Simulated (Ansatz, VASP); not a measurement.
# Two plane-wave programs on Al2InAs3

```xyz
6
Lattice="-2.0753 2.0753 8.8125 2.0753 -2.0753 8.8125 2.0753 2.0753 -8.8125" Properties=species:S:1:pos:R:3 pbc="T T T"
Al    0.0000    0.0000   11.8204
Al    0.0000    0.0000    5.8047
In    0.0000    0.0000    0.0000
As    2.0753    0.0000    7.1789
As    2.0753    0.0000    1.6336
As    0.0000    2.0753    4.4063
```

Alike in both runs: functional PBE; k mesh 6 × 6 × 6; occupations gaussian, width 0.1 eV; no spin polarisation.

Ansatz relaxed the structure, and its values are those at the end. VASP's run is a single point on that final structure, the one shown.

```csv
,VASP,Ansatz
version,VASP 6.6.1,Ansatz 0.2.0
potentials or method,"VASP PAW PBE potentials, release 64 (Al, In_d, As), cutoff 520 eV","scalar-relativistic, plane waves, PAW"
valence electrons in the cell,34,64
```

Ansatz gave:

| Quantity | Value |
| --- | --- |
| gap on the k mesh at the Fermi level (eV) | 0.85 |
| least direct gap on the mesh (eV) | 0.85 |
| pressure (GPa) | 0.1 |

Question: Which values does VASP return?

Answer: gap on the k mesh at the Fermi level (eV): 0.86; least direct gap on the mesh (eV): 0.86; pressure (GPa): 0.2.

VASP's potentials hold 34 valence electrons a cell and Ansatz's 64, so a difference there can come from the potentials and not from the codes.
